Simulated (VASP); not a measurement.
# BiTe (R-3m) in VASP: settings compared

BiTe is run at these levels: PBEsol+D3(BJ), PBEsol+D4; tasks: single point.

Everything below comes from runs of VASP 6.6.1. Logs are shortened: lines on timing, memory, paths and dates and some standing lists are left out, and cuts for length are marked.

### Step 1. The cell of the first run

It takes space group R-3m (No. 166, trigonal). Conventional cell: a = 4.807 Å, b = 4.807 Å, c = 9.033 Å, α = 90.00°, β = 90.00°, γ = 120.00°. Bi (site symmetry -3m) has 6 Te at 3.16 Å and 6 Bi at 4.09 Å within 4.2 Å. Within 4.2 Å of Te (site symmetry -3m) lie 6 Bi at 3.16 Å and 6 Te at 4.09 Å.

### Step 2. Single point, PBEsol+D3(BJ)

INCAR reads:

```
  ALGO = Normal
  EDIFF = 1E-6
  ENCUT = 520
  GGA = PS
  ISIF = 2
  ISMEAR = -1
  IVDW = 12
  LASPH = True
  LCHARG = True
  LELF = True
  LREAL = False
  LVHAR = True
  LWAVE = False
  NBANDS = 18
  NELM = 100
  PREC = Accurate
  SIGMA = 0.05
```

KPOINTS reads:

```
k-points
0
Gamma
  7 7 7
```

POSCAR reads:

```
BiTe
1.0
    2.4033327571      1.3875648143      3.0111089203
   -2.4033327571      1.3875648143      3.0111089203
    0.0000000000     -2.7751296285      3.0111089203
Bi Te
1 1
Direct
    0.5000000000      0.5000000000      0.5000000000
    0.0000000000      0.0000000000      0.0000000000
```

Potentials or basis: VASP PAW PBE potentials, release 64 (Bi_d, Te).

On the command line:

```sh
$ cat potpaw_PBE.64/Bi_d/POTCAR potpaw_PBE.64/Te/POTCAR > POTCAR
$ mpirun -np 1 vasp_std > vasp.out
```

OUTCAR:

```text
EDIFF = 1E-6
   ENCUT = 520
   GGA = PS
   ISIF = 2
   ISMEAR = -1
   IVDW = 12
   LASPH = True
   LREAL = False
   NELM = 100
   PREC = Accurate
 IVDW          = 12

 ion  position               nearest neighbor table
   1  0.500  0.500  0.500-   2 3.16   2 3.16   2 3.16   2 3.16   2 3.16   2 3.16
   2  0.000  0.000  0.000-   1 3.16   1 3.16   1 3.16   1 3.16   1 3.16   1 3.16

  LATTYP: Found a trigonal (rhomboedric) cell.
 ALAT       =     4.0948896670
 COS(alpha) =     0.3110726946

  Lattice vectors:

 A1 = (   2.4033327571,   1.3875648143,   3.0111089203)
 A2 = (  -2.4033327571,   1.3875648143,   3.0111089203)
 A3 = (   0.0000000000,  -2.7751296285,   3.0111089203)

Analysis of symmetry for initial positions (statically):
=====================================================================
 Subroutine PRICEL returns:
 Original cell was already a primitive cell.

 Routine SETGRP: Setting up the symmetry group for a
 trigonal (rhombohedral) supercell.

 Subroutine GETGRP returns: Found 12 space group operations
 (whereof 12 operations were pure point group operations)
 out of a pool of 12 trial point group operations.

The static configuration has the point symmetry D_3d.

Analysis of symmetry for dynamics (positions and initial velocities):
=====================================================================
 Subroutine PRICEL returns:
 Original cell was already a primitive cell.

 Routine SETGRP: Setting up the symmetry group for a
 trigonal (rhombohedral) supercell.

 Subroutine GETGRP returns: Found 12 space group operations
 (whereof 12 operations were pure point group operations)
 out of a pool of 12 trial point group operations.

The dynamic configuration has the point symmetry D_3d.

 Subroutine INISYM returns: Found 12 space group operations
 (whereof 12 operations are pure point group operations),
 and found     1 'primitive' translations

----------------------------------------------------------------------------------------

                                     Primitive cell

  volume of cell :      60.2483

  direct lattice vectors                    reciprocal lattice vectors
     2.403332757  1.387564814  3.011108920     0.208044433  0.120114509  0.110701188
    -2.403332757  1.387564814  3.011108920    -0.208044433  0.120114509  0.110701188
     0.000000000 -2.775129628  3.011108920     0.000000000 -0.240229018  0.110701188

  length of vectors
     4.094889667  4.094889667  4.094889667     0.264508477  0.264508477  0.264508477

  position of ions in fractional coordinates (direct lattice)
     0.500000000  0.500000000  0.500000000
     0.000000000  0.000000000  0.000000000

  ion indices of the primitive-cell ions
   primitive index   ion index
                 1           1
                 2           2

----------------------------------------------------------------------------------------

 KPOINTS: k-points

Automatic generation of k-mesh.
 Grid dimensions read from file:
 generate k-points for:    7    7    7

 Generating k-lattice:

  Cartesian coordinates                     Fractional coordinates (reciprocal lattice)
     0.029720633  0.017159216  0.015814455     0.142857143 -0.000000000 -0.000000000
    -0.029720633  0.017159216  0.015814455    -0.000000000  0.142857143 -0.000000000
     0.000000000 -0.034318431  0.015814455    -0.000000000 -0.000000000  0.142857143

  Length of vectors
     0.037786925  0.037786925  0.037786925

  Shift w.r.t. Gamma in fractional coordinates (k-lattice)
     0.000000000  0.000000000  0.000000000

 Subroutine IBZKPT returns following result:
 ===========================================

 Found     44 irreducible k-points:

 Following reciprocal coordinates:
            Coordinates               Weight
  0.000000  0.000000  0.000000      1.000000
  0.142857 -0.000000  0.000000      6.000000
  0.285714 -0.000000 -0.000000      6.000000
  0.428571 -0.000000 -0.000000      6.000000
  0.142857  0.142857  0.000000      6.000000
  0.285714  0.142857 -0.000000     12.000000
[... 16 lines left out ...]
  0.285714  0.285714  0.142857      6.000000
  0.428571  0.285714  0.142857     12.000000
 [... further k-points ...]
   k-points           NKPTS =     44   k-points in BZ     NKDIM =     44   number of bands    NBANDS=     18
   number of dos      NEDOS =    301   number of ions     NIONS =      2
   total plane-waves  NPLWV =  27000
   dimension x,y,z NGX =    30 NGY =   30 NGZ =   30
   dimension x,y,z NGXF=    60 NGYF=   60 NGZF=   60
   ions per type =               1   1
   NGX,Y,Z   is equivalent  to a cutoff of  12.18, 12.18, 12.18 a.u.
   NGXF,Y,Z  is equivalent  to a cutoff of  24.36, 24.36, 24.36 a.u.
 SYSTEM =  unknown system
   PREC   = accura    normal or accurate (medium, high low for compatibility)
   ISTART =      0    job   : 0-new  1-cont  2-samecut
   ICHARG =      2    charge: 1-file 2-atom 10-const
   ISPIN  =      1    spin polarized calculation?
   LNONCOLLINEAR =      F non collinear calculations
   LSORBIT =      F    spin-orbit coupling
   LASPH  =      T    aspherical Exc in radial PAW
   ENCUT  =  520.0 eV  38.22 Ry    6.18 a.u.   7.61  7.61  7.61*2*pi/ulx,y,z
   NELM   =    100;   NELMIN=  2; NELMDL= -5     # of ELM steps
   EDIFF  = 0.1E-05   stopping-criterion for ELM
   LREAL  =      F    real-space projection
[... 7 lines left out ...]
   TEBEG  =    0.0;   TEEND  =   0.0 temperature during run
   PSTRESS=    0.0 pullay stress
   NELECT =      21.0000    total number of electrons
   NUPDOWN=      -1.0000    fix difference up-down
   EMIN   =  10.00;   EMAX   =-10.00  energy-range for DOS
   EFERMI =   0.00;   METHOD = LEGACY
   ISMEAR =    -1;   SIGMA  =   0.05  broadening in eV -4-tet -1-fermi 0-gaus
   EFERMI_NEDOS =   21; number of points for ismear=-14 and -15
   IALGO  =     38    algorithm
   IMIX   =      4    mixing-type and parameters
     AMIX     =   0.40;   BMIX     =  1.00
     AMIX_MAG =   1.60;   BMIX_MAG =  1.00
  volume/ion in A,a.u.               =      30.12       203.29
  Fermi-wavevector in a.u.,A,eV,Ry     =   1.152125  2.177201 18.060267  1.327392
  Thomas-Fermi vector in A             =   2.288778
   LORBIT       =      0    0 simple, 1 ext, 2 COOP (PROOUT), +10 PAW based schemes
   GGA     = PS    functional components
   LHFCALC =     F    Hartree Fock is set to
   AEXX    =    0.0000 exact exchange contribution
   IVDW    =    12    specifies the selected vdW correction
   LEPSILON=     F    determine dielectric tensor
   LRPA    =     F    only Hartree local field effects (RPA)
 non-spin polarized calculation
  energy-cutoff  :      520.00
  volume of cell :       60.25
 maximum number of plane-waves:      1637
   NGX = 15   NGY = 15   NGZ = 15

 number of electron      21.0000012 magnetization

 Free energy of the ion-electron system (eV)
  ---------------------------------------------------
  ext. energy  EPLUGINS =         0.00000000
  ---------------------------------------------------
  free energy    TOTEN  =        -7.97052655 eV

  energy without entropy =       -7.96051413  energy(sigma->0) =       -7.96552034

 E-fermi :   7.8242     XC(G=0): -10.1633

 val. band max:        7.7990107218   @ k =  -0.4286   0.2857   0.2857
 cond. band min:       7.8386486803   @ k =  -0.4286   0.1429   0.1429
 fundamental gap:      0.0396379584
 Fermi energy:         7.8242360950

 k-point     1 :       0.0000    0.0000    0.0000
  band No.  band energies     occupation
      1     -15.3129      2.00000
      2     -15.3129      2.00000
      3     -15.3014      2.00000
      4     -15.3014      2.00000
      5     -15.2716      2.00000
      6      -6.3226      2.00000
[... 10 lines left out ...]
     17      15.2612      0.00000
     18      15.2612      0.00000

 k-point     2 :       0.1429   -0.0000    0.0000
  band No.  band energies     occupation
      1     -15.3123      2.00000
      2     -15.3117      2.00000
      3     -15.3036      2.00000
      4     -15.2989      2.00000
      5     -15.2715      2.00000
      6      -6.1272      2.00000
[... 10 lines left out ...]
     17      15.7701      0.00000
     18      16.1430      0.00000

 k-point     3 :       0.2857   -0.0000   -0.0000
  band No.  band energies     occupation
      1     -15.3121      2.00000
      2     -15.3116      2.00000
      3     -15.3076      2.00000
      4     -15.2919      2.00000
      5     -15.2700      2.00000
      6      -5.5482      2.00000
[... 10 lines left out ...]
     17      16.7610      0.00000
     18      17.7032      0.00000

 k-point     4 :       0.4286   -0.0000   -0.0000
  band No.  band energies     occupation
      1     -15.3149      2.00000
      2     -15.3124      2.00000
      3     -15.3079      2.00000
      4     -15.2875      2.00000
      5     -15.2667      2.00000
      6      -4.6166      2.00000
[... 10 lines left out ...]
     17      15.7683      0.00000
     18      18.7350      0.00000

 k-point     5 :       0.1429    0.1429    0.0000
  band No.  band energies     occupation
      1     -15.3136      2.00000
      2     -15.3104      2.00000
      3     -15.3034      2.00000
      4     -15.2967      2.00000
      5     -15.2720      2.00000
      6      -6.0352      2.00000
[... 10 lines left out ...]
     17      15.3928      0.00000
     18      15.5855      0.00000

 k-point     6 :       0.2857    0.1429   -0.0000
  band No.  band energies     occupation
      1     -15.3161      2.00000
      2     -15.3100      2.00000
      3     -15.3050      2.00000
      4     -15.2895      2.00000
      5     -15.2711      2.00000
      6      -5.5661      2.00000
[... 10 lines left out ...]
     17      15.9085      0.00000
     18      17.1654      0.00000

 k-point     7 :       0.4286    0.1429    0.0000
  band No.  band energies     occupation
      1     -15.3182      2.00000
      2     -15.3115      2.00000
      3     -15.3053      2.00000
      4     -15.2854      2.00000
      5     -15.2676      2.00000
      6      -4.7542      2.00000
[... 10 lines left out ...]
     17      17.5919      0.00000
     18      18.1470      0.00000

 k-point     8 :      -0.4286    0.1429    0.0000
  band No.  band energies     occupation
      1     -15.3169      2.00000
      2     -15.3126      2.00000
      3     -15.3051      2.00000
      4     -15.2859      2.00000
      5     -15.2674      2.00000
      6      -4.1707      2.00000
[... 10 lines left out ...]
     17      16.5103      0.00000
     18      18.9113      0.00000
[... 229 lines left out ...]
     17      17.5922      0.00000
     18      18.4768      0.00000

 k-point    20 :      -0.4286    0.1429    0.1429
  band No.  band energies     occupation
      1     -15.3158      2.00000
      2     -15.3155      2.00000
      3     -15.3007      2.00000
      4     -15.2852      2.00000
      5     -15.2689      2.00000
      6      -3.9884      2.00000
[... 10 lines left out ...]
     17      16.8561      0.00000
     18      18.1137      0.00000

 k-point    21 :      -0.2857    0.1429    0.1429
  band No.  band energies     occupation
      1     -15.3155      2.00000
      2     -15.3114      2.00000
      3     -15.3004      2.00000
      4     -15.2912      2.00000
      5     -15.2709      2.00000
      6      -4.8861      2.00000
[... 10 lines left out ...]
     17      15.9341      0.00000
     18      17.6073      0.00000

 k-point    22 :      -0.1429    0.1429    0.1429
  band No.  band energies     occupation
      1     -15.3144      2.00000
      2     -15.3091      2.00000
      3     -15.3005      2.00000
      4     -15.2986      2.00000
      5     -15.2713      2.00000
      6      -5.6456      2.00000
[... 10 lines left out ...]
     17      16.1939      0.00000
     18      16.2888      0.00000

 k-point    23 :       0.2857    0.2857    0.1429
  band No.  band energies     occupation
      1     -15.3199      2.00000
      2     -15.3133      2.00000
      3     -15.2962      2.00000
      4     -15.2822      2.00000
      5     -15.2746      2.00000
      6      -5.4057      2.00000
[... 10 lines left out ...]
     17      17.9077      0.00000
     18      18.0278      0.00000

 k-point    24 :       0.4286    0.2857    0.1429
  band No.  band energies     occupation
      1     -15.3233      2.00000
      2     -15.3138      2.00000
      3     -15.2962      2.00000
      4     -15.2783      2.00000
      5     -15.2711      2.00000
      6      -4.8155      2.00000
[... 10 lines left out ...]
     17      17.2729      0.00000
     18      19.2999      0.00000

 [... further k-points ...]

------------------------ aborting loop because EDIFF is reached ----------------------------------------

 Edisp (eV)   -0.99927

 E8    (eV) :    -0.6973

  FORCE on cell =-STRESS in cart. coord.  units (eV):
  Direction    XX          YY          ZZ          XY          YZ          ZX
  --------------------------------------------------------------------------------------
  -------------------------------------------------------------------------------------
  Total       0.01280     0.01280     0.00428     0.00000     0.00000     0.00000
  in kB       0.34045     0.34045     0.11381     0.00000     0.00000     0.00000
  external pressure =        0.26 kB  Pullay stress =        0.00 kB

 VOLUME and BASIS-vectors are now :
 -----------------------------------------------------------------------------
  energy-cutoff  :      520.00
  volume of cell :       60.25
      direct lattice vectors                 reciprocal lattice vectors
     2.403332757  1.387564814  3.011108920     0.208044433  0.120114509  0.110701188
    -2.403332757  1.387564814  3.011108920    -0.208044433  0.120114509  0.110701188
     0.000000000 -2.775129628  3.011108920     0.000000000 -0.240229018  0.110701188

 POSITION                                       TOTAL-FORCE (eV/Angst)
 -----------------------------------------------------------------------------------
      0.00000      0.00000      4.51666         0.000000      0.000000      0.000000
      0.00000      0.00000      0.00000         0.000000     -0.000000     -0.000000
 -----------------------------------------------------------------------------------
    total drift:                               -0.000000      0.000000      0.000000

  FREE ENERGIE OF THE ION-ELECTRON SYSTEM (eV)
  ---------------------------------------------------
  free  energy   TOTEN  =        -8.9697970429 eV

  energy  without entropy=       -8.9597846250  energy(sigma->0) =       -8.96479083
```

Wall time 47 s (1 thread of Intel Xeon 8259CL, shared host); peak memory 0.21 GiB.

Results:

```yaml
Free_energy: -8.9698 eV
Pressure: 0.0 GPa
Band_gap_on_the_k_mesh: zero (an odd number of electrons rules out a gap without spin polarisation)
Dispersion_energy_per_atom: -0.500 eV
```

Levels at points of the mesh, in eV from the Fermi level:
```csv
k point,band 7,band 8,band 9,band 10,band 11,band 12,band 13,band 14
"(0.00, 0.00, 0.00)",-7.97,-3.25,-3.25,-1.36,2.22,3.19,3.19,3.65
```

Caveat: the PAW data sets were made with another functional, which shifts forces and pressure a little; spin-orbit coupling is left out, which moves the levels of the heavy elements.

### Step 3. Single point, PBEsol+D3(BJ)

This run uses another cell than the first one, of 30.30 Å³/atom.

INCAR reads:

```
SYSTEM = BiTe
  ALGO = Normal
  EDIFF = 1E-6
  ENCUT = 520
  GGA = PS
  ISIF = 2
  ISMEAR = -1
  IVDW = 12
  LASPH = .TRUE.
  LCHARG = .FALSE.
  LREAL = .FALSE.
  LWAVE = .FALSE.
  NBANDS = 18
  NELM = 60
  PREC = Accurate
  SIGMA = 0.05
```

KPOINTS reads:

```
k-points
0
G
  7 7 7
  0 0 0
```

POSCAR reads:

```
BiTe
1.0
    2.4041315821      1.3880260161      3.0271116399
   -2.4041315821      1.3880260161      3.0271116399
    0.0000000000     -2.7760520322      3.0271116399
Bi Te
1 1
Direct
    0.5000000000      0.5000000000      0.5000000000
    0.0000000000      0.0000000000      0.0000000000
```

Potentials or basis: VASP PAW PBE potentials, release 64 (Bi_d, Te).

On the command line:

```sh
$ cat potpaw_PBE.64/Bi_d/POTCAR potpaw_PBE.64/Te/POTCAR > POTCAR
$ mpirun -np 1 vasp_std > vasp.out
```

It took 38 s on 1 thread of Intel Xeon 8259CL, shared host; peak memory 0.21 GiB.

It converged, with:

| Quantity | Value |
| --- | --- |
| Free energy | -8.9696 eV |
| Pressure | -0.3 GPa |
| Band gap on the k mesh | zero (an odd number of electrons rules out a gap without spin polarisation) |
| Dispersion energy per atom | -0.497 eV |

Levels at points of the mesh, in eV from the Fermi level:
| k point | band 6 | band 7 | band 8 | band 9 | band 10 | band 11 | band 12 | band 13 | band 14 | band 15 |
| --- | --- | --- | --- | --- | --- | --- | --- | --- | --- | --- |
| (0.00, 0.00, 0.00) | -14.11 | -7.98 | -3.23 | -3.23 | -1.37 | 2.19 | 3.15 | 3.15 | 3.67 | 3.67 |

Caveat: three body term missing; the PAW data sets were made with another functional, which shifts forces and pressure a little; spin-orbit coupling is left out, which moves the levels of the heavy elements.

(Part 1 of 2 ends here.)
